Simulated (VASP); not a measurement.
# Al3C2 (P6_3/mmc) in VASP: further runs, part 2 of 2

VASP 6.6.1.

### Step 3. Relaxation of cell and atoms, PBE

This run uses another cell than the first one, of 11.69 Å³/atom.

Contents of INCAR:

```
PREC = Accurate ; ENCUT = 600
EDIFF = 1E-6 ; ISMEAR = 0
SIGMA = 0.1 ; LREAL = False
LASPH = True ; NELM = 100
ALGO = Normal ; ISIF = 3
LWAVE = False ; LCHARG = False
GGA = PE ; IBRION = 2
NSW = 100 ; EDIFFG = -0.01
```

Contents of KPOINTS:

```
Automatic mesh
0
Gamma
  12 12 4
```

Contents of POSCAR:

```
Al3C2
1.0
    3.0310211254      0.0000000000      0.0000000000
   -1.5155105627      2.6249412940      0.0000000000
    0.0000000000      0.0000000000     14.6881884543
Al C
6 4
Direct
    0.3333333333      0.6666666667      0.9176779043
    0.6666666667      0.3333333333      0.4176779043
    0.3333333333      0.6666666667      0.5823220957
    0.6666666667      0.3333333333      0.0823220957
    0.3333333333      0.6666666667      0.7500000000
    0.6666666667      0.3333333333      0.2500000000
    0.3333333333      0.6666666667      0.1584725869
    0.6666666667      0.3333333333      0.6584725869
    0.3333333333      0.6666666667      0.3415274131
    0.6666666667      0.3333333333      0.8415274131
```

Potentials or basis: VASP PAW PBE potentials, release 64 (Al, C).

The run is started by

```
$ cat potpaw_PBE.64/Al/POTCAR potpaw_PBE.64/C/POTCAR > POTCAR
$ mpirun -np 1 vasp_std > vasp.out
```

OUTCAR:

```text
PREC = Accurate
   ENCUT = 600
   EDIFF = 1E-6
   ISMEAR = 0
   LREAL = False
   LASPH = True
   NELM = 100
   ISIF = 3
   GGA = PE
   IBRION = 2
   NSW = 100
   EDIFFG = -0.01

 ion  position               nearest neighbor table
   1  0.333  0.667  0.918-  10 2.08  10 2.08  10 2.08   5 2.46   4 2.99   4 2.99   4 2.99
   2  0.667  0.333  0.418-   9 2.08   9 2.08   9 2.08   6 2.46   3 2.99   3 2.99   3 2.99
   3  0.333  0.667  0.582-   8 2.08   8 2.08   8 2.08   5 2.46   2 2.99   2 2.99   2 2.99
   4  0.667  0.333  0.082-   7 2.08   7 2.08   7 2.08   6 2.46   1 2.99   1 2.99   1 2.99
   5  0.333  0.667  0.750-   8 2.21  10 2.21   8 2.21  10 2.21   8 2.21  10 2.21   1 2.46   3 2.46

   6  0.667  0.333  0.250-   7 2.21   9 2.21   7 2.21   9 2.21   7 2.21   9 2.21   2 2.46   4 2.46

   7  0.333  0.667  0.158-   4 2.08   4 2.08   4 2.08   6 2.21   6 2.21   6 2.21
   8  0.667  0.333  0.658-   3 2.08   3 2.08   3 2.08   5 2.21   5 2.21   5 2.21
   9  0.333  0.667  0.342-   2 2.08   2 2.08   2 2.08   6 2.21   6 2.21   6 2.21
  10  0.667  0.333  0.842-   1 2.08   1 2.08   1 2.08   5 2.21   5 2.21   5 2.21

  LATTYP: Found a hexagonal cell.
 ALAT       =     3.0310211254
 C/A-ratio  =     4.8459538375

  Lattice vectors:

 A1 = (   3.0310211254,   0.0000000000,   0.0000000000)
 A2 = (  -1.5155105627,   2.6249412940,   0.0000000000)
 A3 = (   0.0000000000,   0.0000000000,  14.6881884543)

Analysis of symmetry for initial positions (statically):
=====================================================================
 Subroutine PRICEL returns:
 Original cell was already a primitive cell.

 Routine SETGRP: Setting up the symmetry group for a
 hexagonal supercell.

 Subroutine GETGRP returns: Found 24 space group operations
 (whereof 12 operations were pure point group operations)
 out of a pool of 24 trial point group operations.

The static configuration has the point symmetry D_3d.
 The point group associated with its full space group is D_6h.

Analysis of symmetry for dynamics (positions and initial velocities):
=====================================================================
 Subroutine PRICEL returns:
 Original cell was already a primitive cell.
[... 155 lines left out ...]
   LRPA    =     F    only Hartree local field effects (RPA)
 conjugate gradient relaxation of ions
 non-spin polarized calculation
 Gauss-broadening in eV      SIGMA  =   0.10
  energy-cutoff  :      600.00
  volume of cell :      116.86
 maximum number of plane-waves:      3954
   NGX = 13   NGY = 13   NGZ = 59

--------------------------------------- Ionic step        1  -------------------------------------------

 number of electron      33.9999999 magnetization

 Free energy of the ion-electron system (eV)
  ---------------------------------------------------
  ext. energy  EPLUGINS =         0.00000000
  ---------------------------------------------------
  free energy    TOTEN  =       -54.14362132 eV

  energy without entropy =      -54.12151693  energy(sigma->0) =      -54.13256912

------------------------ aborting loop because EDIFF is reached ----------------------------------------

  FORCE on cell =-STRESS in cart. coord.  units (eV):
  Direction    XX          YY          ZZ          XY          YZ          ZX
  --------------------------------------------------------------------------------------
  -------------------------------------------------------------------------------------
  Total        1.2831307      1.2831307     -2.6868054      0.0000000      0.0000000      0.0000000
  in kB       17.5915732     17.5915732    -36.8357904      0.0000000      0.0000000      0.0000000
  external PRESSURE =      -0.5508813 kB  Pullay stress =       0.0000000 kB
[... 295 lines left out ...]
--------------------------------------- Ionic step        8  -------------------------------------------

 number of electron      33.9999998 magnetization

 Free energy of the ion-electron system (eV)
  ---------------------------------------------------
  ext. energy  EPLUGINS =         0.00000000
  ---------------------------------------------------
  free energy    TOTEN  =       -54.18507008 eV

  energy without entropy =      -54.16668819  energy(sigma->0) =      -54.17587914

 E-fermi :   8.0345     XC(G=0): -10.8829

 val. band max:        8.0334033152   @ k =   0.1667   0.1667   0.5000
 cond. band min:       8.0535119717   @ k =   0.3333   0.3333   0.0000
 fundamental gap:      0.0201086565
 Fermi energy:         8.0345010978

 k-point     1 :       0.0000    0.0000    0.0000
  band No.  band energies     occupation
      1      -6.2044      2.00000
      2      -6.0590      2.00000
      3      -4.8990      2.00000
      4      -4.5225      2.00000
      5      -0.8489      2.00000
      6       0.9860      2.00000
[... 613 lines left out ...]
     22      11.8250      0.00000
     23      11.9656      0.00000

 [... further k-points ...]

------------------------ aborting loop because EDIFF is reached ----------------------------------------

  FORCE on cell =-STRESS in cart. coord.  units (eV):
  Direction    XX          YY          ZZ          XY          YZ          ZX
  --------------------------------------------------------------------------------------
  -------------------------------------------------------------------------------------
  Total        0.0168712      0.0168712      0.0388352      0.0000000     -0.0000000      0.0000000
  in kB        0.2306387      0.2306387      0.5308991      0.0000000     -0.0000000      0.0000000
  external PRESSURE =       0.3307255 kB  Pullay stress =       0.0000000 kB
[... 25 lines left out ...]
  FREE ENERGIE OF THE ION-ELECTRON SYSTEM (eV)
  ---------------------------------------------------
  free  energy   TOTEN  =       -54.1850700831 eV

  energy  without entropy=      -54.1666881928  energy(sigma->0) =      -54.17587914

 reached required accuracy - stopping structural energy minimisation
```

OSZICAR:

```text
N       E                     dE             d eps       ncg     rms          rms(c)
DAV:   1     0.103523634157E+03    0.10352E+03   -0.15778E+04  2622   0.144E+03
DAV:   2    -0.517849099849E+02   -0.15531E+03   -0.14695E+03  3565   0.210E+02
[... 54 lines left out ...]
   7 F= -.54184995E+02 E0= -.54175833E+02  d E =-.787433E-03
       N       E                     dE             d eps       ncg     rms          rms(c)
DAV:   1    -0.541850978407E+02   -0.10250E-03   -0.10509E-02  2636   0.692E-01    0.253E-02
DAV:   2    -0.541850732759E+02    0.24565E-04   -0.28233E-04  3253   0.103E-01    0.140E-02
DAV:   3    -0.541850710899E+02    0.21860E-05   -0.13040E-05  3063   0.236E-02    0.772E-03
DAV:   4    -0.541850700692E+02    0.10208E-05   -0.24650E-06  2487   0.878E-03    0.185E-03
DAV:   5    -0.541850700831E+02   -0.13963E-07   -0.44246E-07  1766   0.382E-03
   8 F= -.54185070E+02 E0= -.54175879E+02  d E =-.752267E-04
```

CONTCAR:

```text
Al3C2
   1.00000000000000
     3.0606485450380942   -0.0000000000000000    0.0000000000000000
    -1.5303242725190471    2.6505993920550623   -0.0000000000000000
    -0.0000000000000000    0.0000000000000000   14.4466158109564109
  Al              C
     6     4
Direct
     0.3333333332999970    0.6666666667000030    0.9173565662473421
     0.6666666667000030    0.3333333332999970    0.4173565662473420
     0.3333333332999970    0.6666666667000030    0.5826434337526579
     0.6666666667000030    0.3333333332999970    0.0826434337526580
     0.3333333332999970    0.6666666667000030    0.7500000000000000
     0.6666666667000030    0.3333333332999970    0.2500000000000000
     0.3333333332999970    0.6666666667000030    0.1584899554508829
     0.6666666667000030    0.3333333332999970    0.6584899554508831
     0.3333333332999970    0.6666666667000030    0.3415100445491171
     0.6666666667000030    0.3333333332999970    0.8415100445491169

  0.00000000E+00  0.00000000E+00  0.00000000E+00
  0.00000000E+00  0.00000000E+00  0.00000000E+00
  0.00000000E+00  0.00000000E+00  0.00000000E+00
  0.00000000E+00  0.00000000E+00  0.00000000E+00
  0.00000000E+00  0.00000000E+00  0.00000000E+00
  0.00000000E+00  0.00000000E+00  0.00000000E+00
  0.00000000E+00  0.00000000E+00  0.00000000E+00
  0.00000000E+00  0.00000000E+00  0.00000000E+00
  0.00000000E+00  0.00000000E+00  0.00000000E+00
  0.00000000E+00  0.00000000E+00  0.00000000E+00
```

It took 5.4 min on 1 thread of Intel Xeon 6975P-C (Granite Rapids), shared host; peak memory 0.33 GiB.

What came out:

- Free energy: -54.1851 eV
- Relaxed volume: 11.72 Å³/atom
- Relaxed cell: a = 3.061 Å, b = 3.061 Å, c = 14.447 Å, α = 90.00°, β = 90.00°, γ = 120.00°
- Space group after relaxing (to 0.1 Å): P6_3/mmc (No. 194)
- Energy gained by relaxing: 4.1 meV/atom
- Ionic steps: 8
- Pressure after relaxing: 0.0 GPa
- Largest force after relaxing: 0.009 eV/Å
- Band gap on the k mesh: zero (bands 17 and 18 overlap by 1.61 eV)

Forces in eV/Å, atoms in the order of the input:
```
Al   0.000  0.000  0.005
Al   0.000  0.000  0.005
Al   0.000  0.000 -0.005
Al   0.000  0.000 -0.005
Al   0.000  0.000  0.000
Al   0.000  0.000  0.000
C    0.000  0.000 -0.009
C    0.000  0.000 -0.009
C    0.000  0.000  0.009
C    0.000  0.000  0.009
```

Step by step:
| step | energy change (eV) | largest force (eV/Å) | pressure (GPa) | volume (Å³) |
| --- | --- | --- | --- | --- |
| 1 | 0.0000 | 0.2756 | -0.06 | 116.86 |
| 2 | -0.0376 | 0.0781 | 0.84 | 116.78 |
| 3 | -0.0376 | 0.0899 | 0.86 | 116.78 |
| 4 | -0.0401 | 0.0231 | -0.51 | 117.84 |
| 5 | -0.0406 | 0.0417 | -0.13 | 117.54 |
| 6 | -0.0410 | 0.0279 | -0.09 | 117.44 |
| 7 | -0.0414 | 0.0178 | 0.01 | 117.22 |
| 8 | -0.0414 | 0.0092 | 0.03 | 117.20 |

Final structure:
```cif
data_structure
_symmetry_space_group_name_H-M 'P 1'
_symmetry_Int_Tables_number 1
_cell_length_a 3.0606
_cell_length_b 3.0606
_cell_length_c 14.4466
_cell_angle_alpha 90.000
_cell_angle_beta 90.000
_cell_angle_gamma 120.000
_cell_volume 117.20
loop_
_atom_site_label
_atom_site_type_symbol
_atom_site_fract_x
_atom_site_fract_y
_atom_site_fract_z
_atom_site_occupancy
Al1 Al 0.33333 0.66667 0.91736 1
Al2 Al 0.66667 0.33333 0.41736 1
Al3 Al 0.33333 0.66667 0.58264 1
Al4 Al 0.66667 0.33333 0.08264 1
Al5 Al 0.33333 0.66667 0.75000 1
Al6 Al 0.66667 0.33333 0.25000 1
C1 C 0.33333 0.66667 0.15849 1
C2 C 0.66667 0.33333 0.65849 1
C3 C 0.33333 0.66667 0.34151 1
C4 C 0.66667 0.33333 0.84151 1
```
